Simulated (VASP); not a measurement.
# AlN in VASP: notebook, part 3 of 3

VASP 6.6.1. Earlier steps stand in the parts before.

## (4) Single point, PBE, collinear spin, zero start

This run uses another cell than the first one, of the same volume but with other edges.

The input, INCAR:

```
SYSTEM = AlN
  ALGO = Normal
  EDIFF = 1E-7
  ENCUT = 520
  GGA = PE
  ISIF = 2
  ISMEAR = 0
  ISPIN = 2
  LASPH = .True.
  LCHARG = .True.
  LELF = .True.
  LORBIT = 11
  LREAL = .False.
  LVHAR = .True.
  LWAVE = .False.
  MAGMOM = 0 0 0 0 0 0 0 0
  NBANDS = 30
  NELM = 150
  PREC = Accurate
  SIGMA = 0.05
```

The input, KPOINTS:

```
k-points
0
Gamma
  8 8 3
  0 0 0
```

The input, POSCAR:

```
AlN
1.0
   -3.1302395629      0.0000000000      0.0000000000
   -1.5651197814     -2.7108669814      0.0000000000
   -3.1303960749     -1.8073350165     10.0359593112
Al N
4 4
Direct
   -0.2697730596     -0.2697730596      0.9046143587
    0.0635769404      0.0635769404      0.4046143587
    0.5635852737      0.5635852737      0.1546143587
    0.2302352737      0.2302352737      0.6546143587
    0.2697397263      0.2697397263      0.0953856413
   -0.0636102737     -0.0636102737      0.5953856413
    0.4363980596      0.4363980596      0.3453856413
    0.1030480596      0.1030480596      0.8453856413
```

Potentials or basis: VASP PAW PBE potentials, release 64 (Al, N).

Started as:

```sh
cat potpaw_PBE.64/Al/POTCAR potpaw_PBE.64/N/POTCAR > POTCAR
mpirun -np 1 vasp_std > vasp.out
```

OUTCAR:

```text
SYSTEM = AlN
   EDIFF = 1E-7
   ENCUT = 520
   GGA = PE
   ISIF = 2
   ISMEAR = 0
   ISPIN = 2
   LASPH = .True.
   LORBIT = 11
   LREAL = .False.
   NELM = 150
   PREC = Accurate

 ion  position               nearest neighbor table
   1  0.730  0.730  0.905-   8 1.90   8 1.90   8 1.90   3 2.51   4 3.09   4 3.09   4 3.09
   2  0.064  0.064  0.405-   7 1.90   7 1.90   7 1.90   6 1.91   3 3.09   4 3.09   4 3.09   3 3.09
                             4 3.09   3 3.09
   3  0.564  0.564  0.155-   5 1.90   5 1.90   5 1.90   7 1.91   1 2.51   2 3.09   2 3.09   2 3.09

   4  0.230  0.230  0.655-   6 1.90   6 1.90   6 1.90   8 1.91   1 3.09   2 3.09   2 3.09   1 3.09
                             2 3.09   1 3.09
   5  0.270  0.270  0.095-   3 1.90   3 1.90   3 1.90
   6  0.936  0.936  0.595-   4 1.90   4 1.90   4 1.90   2 1.91
   7  0.436  0.436  0.345-   2 1.90   2 1.90   2 1.90   3 1.91
   8  0.103  0.103  0.845-   1 1.90   1 1.90   1 1.90   4 1.91

  LATTYP: Found a base centered monoclinic cell.
 ALAT       =     5.4217339628
 B/A-ratio  =     0.5773502692
 C/A-ratio  =     1.8808282874
 COS(beta)  =    -0.1772091595

  Lattice vectors:

 A1 = (  -3.1302395629,   0.0000000000,   0.0000000000)
 A2 = (  -1.5651197814,  -2.7108669814,   0.0000000000)
 A3 = (   1.5649632694,   0.9035319649,  10.0359593112)

Analysis of symmetry for initial positions (statically):
=====================================================================
 Subroutine PRICEL returns:
 Original cell was already a primitive cell.

 Routine SETGRP: Setting up the symmetry group for a
 base centered monoclinic supercell.

 Subroutine GETGRP returns: Found  2 space group operations
 (whereof  2 operations were pure point group operations)
 out of a pool of  4 trial point group operations.

The static configuration has the point symmetry C_1h.

Analysis of symmetry for dynamics (positions and initial velocities):
[... 961 lines left out ...]

 [... further k-points ...]

 spin component 2

 k-point     1 :       0.0000    0.0000    0.0000
  band No.  band energies     occupation
      1      -9.0376      1.00000
      2      -8.1956      1.00000
      3      -8.1464      1.00000
      4      -6.9506      1.00000
      5       0.1745      1.00000
      6       2.6445      1.00000
[... 733 lines left out ...]
     27      17.6076      0.00000
     28      17.6178      0.00000

 [... further k-points ...]

 [bands above 28 left out]

------------------------ aborting loop because EDIFF is reached ----------------------------------------

  FORCE on cell =-STRESS in cart. coord.  units (eV):
  Direction    XX          YY          ZZ          XY          YZ          ZX
  --------------------------------------------------------------------------------------
  -------------------------------------------------------------------------------------
  Total       -3.0399624     -3.0391546      3.4939615     -0.0006996     -0.0002486     -0.0004306
  in kB      -57.1918474    -57.1766494     65.7330852     -0.0131619     -0.0046772     -0.0081011
  external PRESSURE =     -16.2118039 kB  Pullay stress =       0.0000000 kB

 VOLUME and BASIS-vectors are now :
 -----------------------------------------------------------------------------
  energy-cutoff  :      520.00
  volume of cell :       85.16
      direct lattice vectors                 reciprocal lattice vectors
    -3.130239563  0.000000000  0.000000000    -0.319464367  0.184442838 -0.066431118
    -1.565119781 -2.710866981  0.000000000     0.000000000 -0.368885676 -0.066431118
    -3.130396075 -1.807335016 10.035959311     0.000000000  0.000000000  0.099641695

 POSITION                                       TOTAL-FORCE (eV/Angst)
 -----------------------------------------------------------------------------------
     -6.26048     -3.61449      9.07867         0.000332      0.000192     -1.086626
     -1.56512     -0.90362      4.06069        -0.000019     -0.000011     -0.032237
     -3.13024     -1.80724      1.55170        -0.000179     -0.000104      2.007217
     -3.13024     -1.80724      6.56968        -0.000030     -0.000018      0.008291
     -1.56512     -0.90362      0.95729        -0.000062     -0.000036     -0.735003
     -6.26048     -3.61449      5.97527         0.000016      0.000009     -0.027867
     -3.13024     -1.80724      3.46628         0.000024      0.000014      0.016437
     -3.13024     -1.80724      8.48426        -0.000083     -0.000048     -0.150213
 -----------------------------------------------------------------------------------
    total drift:                                0.000153      0.000088      0.000400

  FREE ENERGIE OF THE ION-ELECTRON SYSTEM (eV)
  ---------------------------------------------------
  free  energy   TOTEN  =       -58.0153972807 eV

  energy  without entropy=      -58.0153972807  energy(sigma->0) =      -58.01539728

 total charge

# of ion       s       p       d       tot
------------------------------------------
    1        0.362   0.379   0.000   0.741
    2        0.365   0.431   0.000   0.796
    3        0.372   0.448   0.000   0.820
    4        0.366   0.431   0.000   0.797
    5        1.231   2.527   0.000   3.758
    6        1.222   2.626   0.000   3.847
    7        1.223   2.624   0.000   3.847
    8        1.223   2.623   0.000   3.845
--------------------------------------------------
tot          6.363  12.088   0.000  18.451

 magnetization (x)

# of ion       s       p       d       tot
------------------------------------------
    1       -0.000  -0.000   0.000  -0.000
    2        0.000   0.000   0.000   0.000
    3       -0.000  -0.000   0.000  -0.000
    4       -0.000  -0.000   0.000  -0.000
    5       -0.000  -0.000   0.000  -0.000
    6        0.000  -0.000   0.000  -0.000
    7        0.000  -0.000   0.000  -0.000
    8        0.000  -0.000   0.000   0.000
--------------------------------------------------
tot         -0.000  -0.000   0.000  -0.000
```

OSZICAR:

```text
N       E                     dE             d eps       ncg     rms          rms(c)
DAV:   1     0.988068382480E+02    0.98807E+02   -0.14348E+04  6840   0.957E+02
DAV:   2    -0.578201408079E+02   -0.15663E+03   -0.14658E+03  8898   0.206E+02
DAV:   3    -0.670065775545E+02   -0.91864E+01   -0.91262E+01  9008   0.495E+01
DAV:   4    -0.670801284528E+02   -0.73551E-01   -0.73522E-01  8044   0.501E+00
DAV:   5    -0.670810875405E+02   -0.95909E-03   -0.95906E-03  8684   0.568E-01    0.168E+01
DAV:   6    -0.580084952124E+02    0.90726E+01   -0.23296E+01  8342   0.249E+01    0.577E+00
DAV:   7    -0.580472066762E+02   -0.38711E-01   -0.12390E+00  7644   0.601E+00    0.408E+00
DAV:   8    -0.580177486593E+02    0.29458E-01   -0.97798E-02  8078   0.211E+00    0.590E-01
DAV:   9    -0.580143129646E+02    0.34357E-02   -0.13827E-02  8944   0.653E-01    0.294E-01
DAV:  10    -0.580154306734E+02   -0.11177E-02   -0.46733E-03  8620   0.344E-01    0.135E-01
DAV:  11    -0.580153853425E+02    0.45331E-04   -0.53887E-04  8284   0.173E-01    0.400E-02
DAV:  12    -0.580153958843E+02   -0.10542E-04   -0.93206E-05  7900   0.596E-02    0.183E-02
DAV:  13    -0.580153970447E+02   -0.11604E-05   -0.58012E-06  8730   0.146E-02    0.133E-02
DAV:  14    -0.580153974302E+02   -0.38553E-06   -0.19134E-06  7986   0.898E-03    0.552E-03
DAV:  15    -0.580153972795E+02    0.15073E-06   -0.44510E-07  8504   0.374E-03    0.173E-03
DAV:  16    -0.580153972807E+02   -0.12283E-08   -0.59250E-08  5090   0.155E-03
   1 F= -.58015397E+02 E0= -.58015397E+02  d E =-.113863E-17  mag=     0.0000
```

stdout:

```text
POSCAR found type information on POSCAR AlN
 POSCAR found :  2 types and       8 ions
 scaLAPACK will be used
 -----------------------------------------------------------------------------
|                                                                             |
|           W    W    AA    RRRRR   N    N  II  N    N   GGGG   !!!           |
[... 37 lines left out ...]
|     Results are often still useful ...                                      |
|                                                                             |
 -----------------------------------------------------------------------------

 POSCAR, INCAR and KPOINTS ok, starting setup
 FFT: planning ... GRIDC
 FFT: planning ... GRID_SOFT
 FFT: planning ... GRID
 WAVECAR not read
 entering main loop
```

It took 7.9 min on 1 thread of Intel Xeon 8259CL, shared host; peak memory 0.36 GiB.

Results:

| Property | Result |
| --- | --- |
| Free energy | -58.0154 eV |
| Pressure | -1.6 GPa |
| Largest force | 2.007 eV/Å |
| Band gap on the k mesh | 2.92 eV, indirect (least direct gap 3.21 eV) |
| Net moment | 0.00 μB per cell |
| Valence electrons inside the program's atomic spheres | Al 0.74, 0.80, 0.82; N 3.76, 3.85 |

Forces on the atoms (eV/Å):
```
Al   0.000  0.000 -1.087
Al   0.000  0.000 -0.032
Al   0.000  0.000  2.007
Al   0.000  0.000  0.008
N    0.000  0.000 -0.735
N    0.000  0.000 -0.028
N    0.000  0.000  0.016
N    0.000  0.000 -0.150
```

Stress tensor (GPa, compression positive):
```
-5.72  0.00  0.00
 0.00 -5.72  0.00
 0.00  0.00  6.57
```

Levels at points of the mesh, in eV from the valence-band top:
Spin up:
```csv
k point,band 13,band 14,band 15,band 16,band 17,band 18,band 19,band 20
"(0.00, 0.00, 0.00)",-0.74,-0.46,-0.46,0.00,3.21,5.36,6.12,6.30
"(0.50, 0.00, 0.00)",-1.73,-1.67,-0.94,-0.90,3.01,5.21,5.45,6.42
"(0.50, 0.50, 0.00)",-1.73,-1.67,-0.94,-0.90,3.01,5.21,5.45,6.42
```
Spin down:
```
           k point  band 14  band 15  band 16  band 17  band 18  band 19
(0.00, 0.00, 0.00)    -0.46    -0.46     0.00     3.21     5.36     6.12
(0.50, 0.00, 0.00)    -1.67    -0.94    -0.90     3.01     5.21     5.45
(0.50, 0.50, 0.00)    -1.67    -0.94    -0.90     3.01     5.21     5.45
```

Caveat: forces of over 1 eV/Å act on the atoms, so gaps and moduli don't describe the material at rest. A k mesh can miss the band edges.

## (5) The runs side by side

```tsv
spin	cell	gap on the mesh (eV)	pressure (GPa)	largest force (eV/Å)
off	a = 3.130, b = 3.130, c = 10.197 Å, angles 81.2, 81.2, 60.0°, 8 atoms	2.49	-0.8	1.40
off	a = 3.130, b = 3.130, c = 10.667 Å, angles 72.9, 72.9, 60.0°, 8 atoms	2.92	-1.6	2.01
collinear, zero start	a = 3.130, b = 3.130, c = 10.667 Å, angles 72.9, 72.9, 60.0°, 8 atoms	2.92	-1.6	2.01
```

Alike in all rows: task single point; level PBE; potentials or basis VASP PAW PBE potentials, release 64 (Al, N); k mesh 8 × 8 × 3; cutoff (eV) 520; smearing gaussian 0.05 eV.

Caveats: forces of over 1 eV/Å act on the atoms, so gaps and moduli don't describe the material at rest.

Absolute energies hang on the potentials; compare differences alone.
